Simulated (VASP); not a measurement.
# MgB2 (P6/mmm) in VASP: further runs

MgB2 is run at these levels: LDA, PBEsol; tasks: relaxation of cell and atoms, single point.

All numbers are computed with VASP 6.6.1; they aren't measurements. Logs are shortened: lines on timing, memory, paths and dates and some standing lists are left out, and cuts for length are marked.

### Step 1. The cell of the first run

Symmetry: P6/mmm, No. 191, hexagonal system. The conventional cell has a = 3.085 Å, b = 3.085 Å, c = 3.523 Å, α = 90.00°, β = 90.00°, γ = 120.00°. Within 3.3 Å of Mg (site symmetry 6/mmm) lie 12 B at 2.51 Å and 6 Mg at 3.08 to 3.09 Å. B (site symmetry -6m2) has 3 B at 1.78 Å within 2.4 Å.

### Step 2. Relaxation of cell and atoms, LDA

The input, INCAR:

```
  PREC = Accurate
  ENCUT = 600
  EDIFF = 1E-7
  ISMEAR = -1
  SIGMA = 0.05
  LREAL = False
  LASPH = True
  NELM = 80
  ALGO = Normal
  ISIF = 3
  LWAVE = False
  LCHARG = False
  IBRION = 2
  NSW = 60
  EDIFFG = -0.01
```

The input, KPOINTS:

```
regular mesh
0
Gamma
  10 10 8
```

The input, POSCAR:

```
MgB2
1.0
    3.0850000000      0.0000000000      0.0000000000
   -1.5425000000      2.6716883707      0.0000000000
    0.0000000000      0.0000000000      3.5230000000
Mg B
1 2
Direct
    0.0000000000      0.0000000000      0.0000000000
    0.6666666667      0.3333333333      0.5000000000
    0.3333333333      0.6666666667      0.5000000000
```

Potentials or basis: VASP PAW LDA potentials, release 64 (Mg, B).

Started as:

```
$ cat potpaw_LDA.64/Mg/POTCAR potpaw_LDA.64/B/POTCAR > POTCAR
$ mpirun -np 1 vasp_std > vasp.out
```

OUTCAR:

```text
PREC = Accurate
   ENCUT = 600
   EDIFF = 1E-7
   ISMEAR = -1
   LREAL = False
   LASPH = True
   NELM = 80
   ISIF = 3
   IBRION = 2
   NSW = 60
   EDIFFG = -0.01

 ion  position               nearest neighbor table
   1  0.000  0.000  0.000-   2 2.51   3 2.51   2 2.51   3 2.51   2 2.51   2 2.51   3 2.51   3 2.51
                             2 2.51   2 2.51   3 2.51   3 2.51
   2  0.667  0.333  0.500-   3 1.78   3 1.78   3 1.78   1 2.51   1 2.51   1 2.51   1 2.51   1 2.51
                             1 2.51
   3  0.333  0.667  0.500-   2 1.78   2 1.78   2 1.78   1 2.51   1 2.51   1 2.51   1 2.51   1 2.51
                             1 2.51

  LATTYP: Found a hexagonal cell.
 ALAT       =     3.0850000000
 C/A-ratio  =     1.1419773096

  Lattice vectors:

 A1 = (   3.0850000000,   0.0000000000,   0.0000000000)
 A2 = (  -1.5425000000,   2.6716883707,   0.0000000000)
 A3 = (   0.0000000000,   0.0000000000,   3.5230000000)

Analysis of symmetry for initial positions (statically):
=====================================================================
 Subroutine PRICEL returns:
 Original cell was already a primitive cell.

 Routine SETGRP: Setting up the symmetry group for a
 hexagonal supercell.

 Subroutine GETGRP returns: Found 24 space group operations
 (whereof 24 operations were pure point group operations)
 out of a pool of 24 trial point group operations.

The static configuration has the point symmetry D_6h.

Analysis of symmetry for dynamics (positions and initial velocities):
=====================================================================
 Subroutine PRICEL returns:
 Original cell was already a primitive cell.

 Routine SETGRP: Setting up the symmetry group for a
 hexagonal supercell.

 Subroutine GETGRP returns: Found 24 space group operations
 (whereof 24 operations were pure point group operations)
 out of a pool of 24 trial point group operations.

The dynamic configuration has the point symmetry D_6h.

 Subroutine INISYM returns: Found 24 space group operations
 (whereof 24 operations are pure point group operations),
 and found     1 'primitive' translations

----------------------------------------------------------------------------------------

                                     Primitive cell

  volume of cell :      29.0371

  direct lattice vectors                    reciprocal lattice vectors
     3.085000000  0.000000000  0.000000000     0.324149109  0.187147575  0.000000000
    -1.542500000  2.671688371  0.000000000     0.000000000  0.374295150  0.000000000
     0.000000000  0.000000000  3.523000000     0.000000000  0.000000000  0.283848992

  length of vectors
     3.085000000  3.085000000  3.523000000     0.374295150  0.374295150  0.283848992

  position of ions in fractional coordinates (direct lattice)
     0.000000000  0.000000000  0.000000000
     0.666666667  0.333333333  0.500000000
     0.333333333  0.666666667  0.500000000

  ion indices of the primitive-cell ions
   primitive index   ion index
                 1           1
                 2           2
                 3           3

----------------------------------------------------------------------------------------

 KPOINTS: regular mesh

Automatic generation of k-mesh.
 Grid dimensions read from file:
 generate k-points for:   10   10    8

 Generating k-lattice:

  Cartesian coordinates                     Fractional coordinates (reciprocal lattice)
     0.032414911  0.018714758  0.000000000     0.100000000  0.000000000  0.000000000
     0.000000000  0.037429515  0.000000000     0.000000000  0.100000000  0.000000000
     0.000000000  0.000000000  0.035481124     0.000000000  0.000000000  0.125000000

  Length of vectors
     0.037429515  0.037429515  0.035481124

  Shift w.r.t. Gamma in fractional coordinates (k-lattice)
     0.000000000  0.000000000  0.000000000

 Subroutine IBZKPT returns following result:
 ===========================================

 Found     70 irreducible k-points:

 Following reciprocal coordinates:
            Coordinates               Weight
  0.000000  0.000000  0.000000      1.000000
  0.100000  0.000000  0.000000      6.000000
  0.200000  0.000000  0.000000      6.000000
  0.300000  0.000000  0.000000      6.000000
  0.400000  0.000000  0.000000      6.000000
  0.500000  0.000000  0.000000      3.000000
[... 16 lines left out ...]
  0.300000  0.100000  0.125000     24.000000
  0.400000  0.100000  0.125000     24.000000
 [... further k-points ...]
   k-points           NKPTS =     70   k-points in BZ     NKDIM =     70   number of bands    NBANDS=      8
   number of dos      NEDOS =    301   number of ions     NIONS =      3
   total plane-waves  NPLWV =  21952
   dimension x,y,z NGX =    28 NGY =   28 NGZ =   28
   dimension x,y,z NGXF=    56 NGYF=   56 NGZF=   56
   ions per type =               1   2
   NGX,Y,Z   is equivalent  to a cutoff of  15.09, 15.09, 13.21 a.u.
   NGXF,Y,Z  is equivalent  to a cutoff of  30.18, 30.18, 26.43 a.u.
 SYSTEM =  unknown system
   PREC   = accura    normal or accurate (medium, high low for compatibility)
   ISTART =      0    job   : 0-new  1-cont  2-samecut
   ICHARG =      2    charge: 1-file 2-atom 10-const
   ISPIN  =      1    spin polarized calculation?
   LNONCOLLINEAR =      F non collinear calculations
   LSORBIT =      F    spin-orbit coupling
   LASPH  =      T    aspherical Exc in radial PAW
   ENCUT  =  600.0 eV  44.10 Ry    6.64 a.u.   6.16  6.16  7.04*2*pi/ulx,y,z
   NELM   =     80;   NELMIN=  2; NELMDL= -5     # of ELM steps
   EDIFF  = 0.1E-06   stopping-criterion for ELM
   LREAL  =      F    real-space projection
   EDIFFG = -.1E-01   stopping-criterion for IOM
   NSW    =     60    number of steps for IOM
   IBRION =      2    ionic relax: 0-MD 1-quasi-New 2-CG
   NFREE  =      1    steps in history (QN), initial steepest desc. (CG)
   ISIF   =      3    stress and relaxation
   ISYM   =      2    0-nonsym 1-usesym 2-fastsym
   POTIM  = 0.5000    time-step for ionic-motion
   TEBEG  =    0.0;   TEEND  =   0.0 temperature during run
   PSTRESS=    0.0 pullay stress
   NELECT =       8.0000    total number of electrons
   NUPDOWN=      -1.0000    fix difference up-down
   EMIN   =  10.00;   EMAX   =-10.00  energy-range for DOS
   EFERMI =   0.00;   METHOD = LEGACY
   ISMEAR =    -1;   SIGMA  =   0.05  broadening in eV -4-tet -1-fermi 0-gaus
   EFERMI_NEDOS =   21; number of points for ismear=-14 and -15
   IALGO  =     38    algorithm
   IMIX   =      4    mixing-type and parameters
     AMIX     =   0.40;   BMIX     =  1.00
     AMIX_MAG =   1.60;   BMIX_MAG =  1.00
  volume/ion in A,a.u.               =       9.68        65.32
  Fermi-wavevector in a.u.,A,eV,Ry     =   1.065255  2.013040 15.439462  1.134768
  Thomas-Fermi vector in A             =   2.200801
   LORBIT       =      0    0 simple, 1 ext, 2 COOP (PROOUT), +10 PAW based schemes
   GGA     = CA    functional components
   LHFCALC =     F    Hartree Fock is set to
   AEXX    =    0.0000 exact exchange contribution
   IVDW    =     0    specifies the selected vdW correction
   LEPSILON=     F    determine dielectric tensor
   LRPA    =     F    only Hartree local field effects (RPA)
 conjugate gradient relaxation of ions
 non-spin polarized calculation
  energy-cutoff  :      600.00
  volume of cell :       29.04
 maximum number of plane-waves:       986
 NGX is ok and might be reduce to    28
   NGX = 13   NGY = 13   NGZ = 15

--------------------------------------- Ionic step        1  -------------------------------------------

 number of electron       8.0000000 magnetization

 Free energy of the ion-electron system (eV)
  ---------------------------------------------------
  ext. energy  EPLUGINS =         0.00000000
  ---------------------------------------------------
  free energy    TOTEN  =       -17.24944606 eV

  energy without entropy =      -17.24313220  energy(sigma->0) =      -17.24628913

------------------------ aborting loop because EDIFF is reached ----------------------------------------

  FORCE on cell =-STRESS in cart. coord.  units (eV):
  Direction    XX          YY          ZZ          XY          YZ          ZX
  --------------------------------------------------------------------------------------
  -------------------------------------------------------------------------------------
  Total       -1.4983163     -1.4983163     -1.3916281      0.0000000     -0.0000000      0.0000000
  in kB      -82.6723871    -82.6723871    -76.7856684      0.0000000     -0.0000000      0.0000000
  external PRESSURE =     -80.7101475 kB  Pullay stress =       0.0000000 kB
[... 133 lines left out ...]
  energy  without entropy=      -17.2841578031  energy(sigma->0) =      -17.28737863

--------------------------------------- Ionic step        5  -------------------------------------------

 number of electron       8.0000000 magnetization

 Free energy of the ion-electron system (eV)
  ---------------------------------------------------
  ext. energy  EPLUGINS =         0.00000000
  ---------------------------------------------------
  free energy    TOTEN  =       -17.29096461 eV

  energy without entropy =      -17.28486370  energy(sigma->0) =      -17.28791415

 E-fermi :   5.6805     XC(G=0): -11.3234

 val. band max:        5.6552884858   @ k =   0.4000   0.2000   0.1250
 cond. band min:       5.7462418987   @ k =   0.3000   0.2000   0.0000
 fundamental gap:      0.0909534129
 Fermi energy:         5.6805228374

 k-point     1 :       0.0000    0.0000    0.0000
  band No.  band energies     occupation
      1      -6.9885      2.00000
      2       2.7097      2.00000
      3       5.9741      0.00563
      4       5.9741      0.00563
      5       7.6010      0.00000
      6      12.0316      0.00000
      7      12.0316      0.00000
      8      14.2760      0.00000
[... 243 lines left out ...]
 k-point    24 :       0.4000    0.1000    0.1250
  band No.  band energies     occupation
      1      -3.2739      2.00000
      2      -1.5331      2.00000
      3       2.7124      2.00000
      4       4.9921      2.00000
      5       7.9335      0.00000
      6      11.0195      0.00000
      7      12.4139      0.00000
      8      14.3345      0.00000

 [... further k-points ...]
[... 5 lines left out ...]
  --------------------------------------------------------------------------------------
  -------------------------------------------------------------------------------------
  Total        0.0048187      0.0048187      0.0050496      0.0000000      0.0000000      0.0000000
  in kB        0.2813732      0.2813732      0.2948554      0.0000000      0.0000000      0.0000000
  external PRESSURE =       0.2858673 kB  Pullay stress =       0.0000000 kB
[... 18 lines left out ...]
  FREE ENERGIE OF THE ION-ELECTRON SYSTEM (eV)
  ---------------------------------------------------
  free  energy   TOTEN  =       -17.2909646065 eV

  energy  without entropy=      -17.2848636980  energy(sigma->0) =      -17.28791415

 reached required accuracy - stopping structural energy minimisation
```

Wall time 23 s (1 thread of Intel Xeon 6975P-C (Granite Rapids), shared host); peak memory 0.16 GiB.

Results:

```yaml
Free_energy: -17.2910 eV
Relaxed_volume: 9.15 Å³/atom
Relaxed_cell: a = 3.039 Å, b = 3.039 Å, c = 3.431 Å, α = 90.00°, β = 90.00°, γ = 120.00°
Space_group_after_relaxing_to_0.05_Å: P6/mmm (No. 191)
Energy_gained_by_relaxing: 13.8 meV/atom
Ionic_steps: 5
Pressure_after_relaxing: 0.0 GPa
Band_gap_on_the_k_mesh: zero (band 4 reaches 6.84 eV, above the bottom of band 5 at 4.19 eV)
```

The path:
| step | energy change (eV) | largest force (eV/Å) | pressure (GPa) | volume (Å³) |
| --- | --- | --- | --- | --- |
| 1 | 0.0000 | 0.0000 | -8.07 | 29.04 |
| 2 | -0.0344 | 0.0000 | 3.13 | 27.04 |
| 3 | -0.0393 | 0.0000 | -0.04 | 27.54 |
| 4 | -0.0412 | 0.0000 | 0.00 | 27.48 |
| 5 | -0.0415 | 0.0000 | 0.03 | 27.44 |

Final structure:
```
Mg B
1.0
     3.03894    0.00000    0.00000
    -1.51947    2.63180    0.00000
     0.00000    0.00000    3.43071
Mg B
1 2
Direct
  0.00000 0.00000 0.00000
  0.66667 0.33333 0.50000
  0.33333 0.66667 0.50000
```

LDA usually gives volumes a few per cent too small. Zero-point motion and thermal expansion aren't in these numbers.

### Step 3. Relaxation of cell and atoms, PBEsol

The input, INCAR:

```
  PREC = Accurate
  ENCUT = 600
  EDIFF = 1E-7
  ISMEAR = -1
  SIGMA = 0.05
  LREAL = F
  LASPH = T
  NELM = 60
  ALGO = Normal
  ISIF = 3
  LWAVE = F
  LCHARG = F
  GGA = PS
  IBRION = 2
  NSW = 60
  EDIFFG = -0.01
```

The input, KPOINTS:

```
Automatic mesh
0
Gamma
  10 10 8
```

POSCAR is that of step 2.

Potentials or basis: VASP PAW PBE potentials, release 64 (Mg, B).

Started as:

```
$ cat potpaw_PBE.64/Mg/POTCAR potpaw_PBE.64/B/POTCAR > POTCAR
$ mpirun -np 1 vasp_std > vasp.out
```

Wall time 28 s (1 thread of Intel Xeon 6975P-C (Granite Rapids), shared host); peak memory 0.18 GiB.

The run converged. Its results:

- Free energy: -16.2262 eV
- Relaxed volume: 9.47 Å³/atom
- Relaxed cell: a = 3.070 Å, b = 3.070 Å, c = 3.481 Å, α = 90.00°, β = 90.00°, γ = 120.00°
- Space group after relaxing (to 0.05 Å): P6/mmm (No. 191)
- Energy gained by relaxing: 2.1 meV/atom
- Ionic steps: 5
- Pressure after relaxing: 0.0 GPa
- Band gap on the k mesh: zero (band 4 reaches 6.54 eV, above the bottom of band 5 at 3.96 eV)

Step by step:
| step | energy change (eV) | largest force (eV/Å) | pressure (GPa) | volume (Å³) |
| --- | --- | --- | --- | --- |
| 1 | 0.0000 | 0.0000 | -3.04 | 29.04 |
| 2 | -0.0052 | 0.0000 | 1.01 | 28.27 |
| 3 | -0.0057 | 0.0000 | 0.04 | 28.44 |
| 4 | -0.0062 | 0.0000 | 0.02 | 28.42 |
| 5 | -0.0063 | 0.0000 | 0.01 | 28.41 |

Final structure:
```xyz
3
Lattice="3.0697 0.0000 0.0000 -1.5349 2.6585 0.0000 0.0000 0.0000 3.4807" Properties=species:S:1:pos:R:3 pbc="T T T"
Mg    0.0000    0.0000    0.0000
B     1.5349    0.8862    1.7404
B     0.0000    1.7723    1.7404
```

Levels at points of the mesh, in eV from the Fermi level:
```tsv
k point	band 1	band 2	band 3	band 4	band 5	band 6	band 7	band 8
(0.00, 0.00, 0.00)	-12.58	-2.96	0.32	0.32	1.73	6.26	6.26	8.18
(0.50, 0.00, 0.00)	-8.64	-7.98	-2.26	0.20	3.11	3.78	5.44	7.30
(0.00, 0.00, 0.50)	-11.24	-7.59	0.72	0.72	6.59	6.59	7.94	10.09
(0.50, 0.00, 0.50)	-7.60	-7.03	-3.70	-1.95	-1.40	5.73	8.83	8.90
```

Caveat: the PAW data sets were made with another functional, which shifts forces and pressure a little.

### Step 4. Single point, PBEsol

This run uses another cell than the first one, of 9.30 Å³/atom, 0.960 times its volume.

The input, INCAR:

```
SYSTEM = MgB2
PREC = Accurate
ENCUT = 600
EDIFF = 1E-6
ISMEAR = -1
SIGMA = 0.05
LREAL = .False.
LASPH = .True.
NELM = 120
ALGO = Normal
ISIF = 2
LWAVE = .False.
LCHARG = .False.
GGA = PS
NBANDS = 11
GGA_COMPAT = .False.
```

The input, KPOINTS:

```
Automatic mesh
0
Gamma
  8 8 6
  0 0 0
```

The input, POSCAR:

```
MgB2
1.0
    3.0233000000      0.0000000000      0.0000000000
   -1.5116500000      2.6182546033      0.0000000000
    0.0000000000      0.0000000000      3.5230000000
Mg B
1 2
Direct
    0.0000000000      0.0000000000      0.0000000000
    0.6666666667      0.3333333333      0.5000000000
    0.3333333333      0.6666666667      0.5000000000
```

Started as:

```
$ cat potpaw_PBE.64/Mg/POTCAR potpaw_PBE.64/B/POTCAR > POTCAR
$ mpirun -np 1 vasp_std > vasp.out
```

Run time: 17 s. Hardware: 1 thread of Intel Xeon Platinum 8259CL at 2.50GHz (Skylake/Cascade Lake), shared host; peak memory 0.15 GiB.

The run converged. Its results:

```yaml
Free_energy: -16.1992 eV
Pressure: 4.2 GPa
Band_gap_on_the_k_mesh: zero (band 4 reaches 6.51 eV, above the bottom of band 5 at 4.03 eV)
```

Stress tensor (GPa, compression positive):
```
 6.74  0.00  0.00
 0.00  6.74  0.00
 0.00  0.00 -0.94
```

Levels at points of the mesh, in eV from the Fermi level:
| k point | band 1 | band 2 | band 3 | band 4 | band 5 | band 6 | band 7 | band 8 | band 9 |
| --- | --- | --- | --- | --- | --- | --- | --- | --- | --- |
| (0.00, 0.00, 0.00) | -12.65 | -3.22 | 0.52 | 0.52 | 1.40 | 6.68 | 6.68 | 8.90 | 10.44 |
| (0.50, 0.00, 0.00) | -8.57 | -7.97 | -2.14 | 0.09 | 3.06 | 4.08 | 5.23 | 7.31 | 12.85 |
| (0.00, 0.00, 0.50) | -11.38 | -7.69 | 0.88 | 0.88 | 6.95 | 6.95 | 8.44 | 9.73 | 10.80 |
| (0.50, 0.00, 0.50) | -7.61 | -7.09 | -3.66 | -1.88 | -1.31 | 6.13 | 9.20 | 9.26 | 13.00 |

Caveat: the PAW data sets were made with another functional, which shifts forces and pressure a little.

(Continued in part 2 of 2.)
